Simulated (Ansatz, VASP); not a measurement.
## Two plane-wave programs on BN

```
B N
1.0
     0.00000    1.78003    1.78003
     1.78003    0.00000    1.78003
     1.78003    1.78003    0.00000
B N
1 1
Direct
  0.00000 0.00000 0.00000
  0.25000 0.25000 0.25000
```

Alike in both runs: task relaxation of the atoms; functional r2SCAN; k mesh 14 × 14 × 14; occupations fermi-dirac, width 0.02 eV; no spin polarisation.

|  | VASP | Ansatz |
| --- | --- | --- |
| version | VASP 6.6.1 | Ansatz 0.2.0 |
| potentials or method | VASP PAW PBE potentials, release 64 (B, N), cutoff 520 eV | PAW plane waves |
| valence electrons in the cell | 8 | 8 |

VASP gave:

```
gap on the k mesh at the Fermi level, each at its own relaxed structure (eV) : 5.03
```

Q: Which values does Ansatz return?

A: gap on the k mesh at the Fermi level, each at its own relaxed structure (eV): 5.05.

VASP's potentials were made for PBE, not for r2SCAN. Ansatz's warnings: stress scf threshold loose.

Noted on VASP's run: the relaxation stopped at its first step, so nothing moved.
